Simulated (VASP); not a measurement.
# NaH in VASP: settings compared, part 2 of 2

VASP 6.6.1. Earlier steps stand in the parts before.

## Step 4: Single point, HSE06 (strain +5.1%)

Contents of POSCAR:

```
NaH
1.0
    0.0000000000      2.5202642383      2.5202642383
    2.5202642383      0.0000000000      2.5202642383
    2.5202642383      2.5202642383      0.0000000000
Na H
1 1
Direct
    0.0000000000      0.0000000000      0.0000000000
    0.5000000000      0.5000000000      0.5000000000
```

Contents of INCAR.step1:

```
PREC = Accurate ; ENCUT = 520
EDIFF = 1E-5 ; ISMEAR = 0
SIGMA = 0.01 ; LREAL = False
LASPH = True ; NELM = 80
ALGO = Normal ; ISIF = 2
LWAVE = True ; GGA = PE
NBANDS = 11
```

Contents of INCAR.step2:

```
PREC = Accurate ; ENCUT = 520
EDIFF = 1E-7 ; ISMEAR = 0
SIGMA = 0.01 ; LREAL = False
LASPH = True ; NELM = 80
ALGO = Normal ; ISIF = 2
LWAVE = False ; LCHARG = True
GGA = PE ; LHFCALC = True
HFSCREEN = 0.2079 ; PRECFOCK = Normal
LELF = True ; LVHAR = True
ISTART = 1 ; NBANDS = 11
```

Contents of KPOINTS:

```
regular mesh
0
Gamma
  6 6 6
```

Potentials or basis: VASP PAW PBE potentials, release 64 (Na_pv, H).

Command:

```sh
cat potpaw_PBE.64/Na_pv/POTCAR potpaw_PBE.64/H/POTCAR > POTCAR
cp INCAR.step1 INCAR
mpirun -np 1 vasp_std > vasp.out
cp INCAR.step2 INCAR
mpirun -np 1 vasp_std > vasp.out
```

OUTCAR:

```text
PREC = Accurate
   ENCUT = 520
   EDIFF = 1E-7
   ISMEAR = 0
   LREAL = False
   LASPH = True
   NELM = 80
   ISIF = 2
   GGA = PE
   LHFCALC = True
   HFSCREEN = 0.2079
   PRECFOCK = Normal
   ISTART = 1

 ion  position               nearest neighbor table
   1  0.000  0.000  0.000-
   2  0.500  0.500  0.500-

  LATTYP: Found a face centered cubic cell.
 ALAT       =     5.0405284766

  Lattice vectors:

 A1 = (   0.0000000000,   2.5202642383,   2.5202642383)
 A2 = (   2.5202642383,   0.0000000000,   2.5202642383)
 A3 = (   2.5202642383,   2.5202642383,   0.0000000000)

Analysis of symmetry for initial positions (statically):
=====================================================================
 Subroutine PRICEL returns:
 Original cell was already a primitive cell.

 Routine SETGRP: Setting up the symmetry group for a
 face centered cubic supercell.

 Subroutine GETGRP returns: Found 48 space group operations
 (whereof 48 operations were pure point group operations)
 out of a pool of 48 trial point group operations.

[... 169 lines left out ...]
 k-point     1 :       0.0000    0.0000    0.0000
  band No.  band energies     occupation
      1     -26.8552      2.00000
      2     -26.8552      2.00000
      3     -26.8552      2.00000
      4      -5.7667      2.00000
      5       8.6321      0.00000
      6      13.7997      0.00000
      7      13.7997      0.00000
      8      13.7997      0.00000
      9      14.5171      0.00000
     10      14.5171      0.00000
     11      14.5171      0.00000
[... 197 lines left out ...]
 k-point    16 :      -0.3333    0.5000    0.1667
  band No.  band energies     occupation
      1     -26.8965      2.00000
      2     -26.8815      2.00000
      3     -26.8752      2.00000
      4      -2.2337      2.00000
      5       3.8036      0.00000
      6       5.6464      0.00000
      7       6.9986      0.00000
      8      13.0153      0.00000
      9      13.1151      0.00000
     10      18.5340      0.00000
     11      18.7315      0.00000

------------------------ aborting loop because EDIFF is reached ----------------------------------------

  FORCE on cell =-STRESS in cart. coord.  units (eV):
  Direction    XX          YY          ZZ          XY          YZ          ZX
  --------------------------------------------------------------------------------------
  -------------------------------------------------------------------------------------
  Total       -0.5303060     -0.5303060     -0.5303060      0.0000000      0.0000000     -0.0000000
  in kB      -26.5380445    -26.5380445    -26.5380445      0.0000000      0.0000000     -0.0000000
  external PRESSURE =     -26.5380445 kB  Pullay stress =       0.0000000 kB

 VOLUME and BASIS-vectors are now :
 -----------------------------------------------------------------------------
  energy-cutoff  :      520.00
  volume of cell :       32.02
      direct lattice vectors                 reciprocal lattice vectors
     0.000000000  2.520264238  2.520264238    -0.198391896  0.198391896  0.198391896
     2.520264238  0.000000000  2.520264238     0.198391896 -0.198391896  0.198391896
     2.520264238  2.520264238  0.000000000     0.198391896  0.198391896 -0.198391896

 POSITION                                       TOTAL-FORCE (eV/Angst)
 -----------------------------------------------------------------------------------
      0.00000      0.00000      0.00000         0.000000     -0.000000     -0.000000
      2.52026      2.52026      2.52026        -0.000000      0.000000      0.000000
 -----------------------------------------------------------------------------------
    total drift:                               -0.000000     -0.000000     -0.000000

  FREE ENERGIE OF THE ION-ELECTRON SYSTEM (eV)
  ---------------------------------------------------
  free  energy   TOTEN  =        -5.7251922245 eV

  energy  without entropy=       -5.7251922245  energy(sigma->0) =       -5.72519222
```

OUTCAR.step1:

```text
PREC = Accurate
   ENCUT = 520
   EDIFF = 1E-5
   ISMEAR = 0
   LREAL = False
[... 436 lines left out ...]
      0.00000      0.00000      0.00000        -0.000000     -0.000000     -0.000000
      2.52026      2.52026      2.52026         0.000000      0.000000      0.000000
 -----------------------------------------------------------------------------------
    total drift:                               -0.000000      0.000000      0.000000

  FREE ENERGIE OF THE ION-ELECTRON SYSTEM (eV)
  ---------------------------------------------------
  free  energy   TOTEN  =        -5.0577588072 eV

  energy  without entropy=       -5.0577588072  energy(sigma->0) =       -5.05775881
```

OSZICAR.step1:

```text
N       E                     dE             d eps       ncg     rms          rms(c)
DAV:   1     0.381110133285E+02    0.38111E+02   -0.44469E+03   355   0.699E+02
DAV:   2    -0.423918776458E+01   -0.42350E+02   -0.40710E+02   378   0.190E+02
DAV:   3    -0.547126086638E+01   -0.12321E+01   -0.12308E+01   431   0.313E+01
DAV:   4    -0.547976194268E+01   -0.85011E-02   -0.85000E-02   425   0.277E+00
DAV:   5    -0.547984959464E+01   -0.87652E-04   -0.87650E-04   394   0.278E-01    0.311E+00
DAV:   6    -0.513751807464E+01    0.34233E+00   -0.37238E-01   391   0.259E+00    0.140E+00
DAV:   7    -0.505219382235E+01    0.85324E-01   -0.34003E-01   391   0.199E+00    0.368E-01
DAV:   8    -0.505793141604E+01   -0.57376E-02   -0.11402E-02   370   0.893E-01    0.761E-02
DAV:   9    -0.505776849716E+01    0.16292E-03   -0.14450E-03   425   0.352E-01    0.222E-02
DAV:  10    -0.505775880723E+01    0.96899E-05   -0.73701E-05   391   0.522E-02
   1 F= -.50577588E+01 E0= -.50577588E+01  d E =-.339917E-67
```

It took 11 min on 1 thread of AMD EPYC 7R13 (Zen 3), shared host; peak memory 0.22 GiB.

Results:

| Quantity | Value |
| --- | --- |
| Free energy | -5.7252 eV |
| Pressure | -2.7 GPa |
| Band gap on the k mesh | 4.59 eV, indirect (least direct gap 5.43 eV) |

Levels at points of the mesh, in eV from the valence-band top:
```csv
k point,band 1,band 2,band 3,band 4,band 5,band 6,band 7,band 8,band 9
"(0.00, 0.00, 0.00)",-24.62,-24.62,-24.62,-3.53,10.87,16.03,16.03,16.03,16.75
"(0.50, 0.00, 0.00)",-24.68,-24.63,-24.63,-0.83,4.59,11.29,13.99,13.99,16.49
"(0.50, 0.50, 0.00)",-24.67,-24.64,-24.64,-0.11,5.42,10.76,11.20,11.20,11.98
```

Caveat: the cell differs from its parent crystal (strain +5.1%); the PAW data sets were made with another functional, which shifts forces and pressure a little.

## Step 5: Summary

```csv
level,cell,grid for exact exchange (PRECFOCK),screening parameter,gap on the mesh (eV),pressure (GPa)
PBE,"a = 3.391, b = 3.391, c = 3.371 Å, angles 60.2, 60.2, 60.4°, 2 atoms",-,-,3.81,0.5
HSE06,"a = 3.391 Å, angles 60.0°, 2 atoms",Normal,0.2079 1/Å,4.89,0.2
HSE06,"a = 3.564 Å, angles 60.0°, 2 atoms",Normal,0.2079 1/Å,4.59,-2.7
```

Alike in all rows: task single point; potentials or basis VASP PAW PBE potentials, release 64 (Na_pv, H); no spin polarisation; k mesh 6 × 6 × 6; cutoff (eV) 520; smearing gaussian 0.01 eV.

Caveats: the PAW data sets were made with another functional, which shifts forces and pressure a little (some runs).

Absolute energies hang on the potentials; compare differences alone.
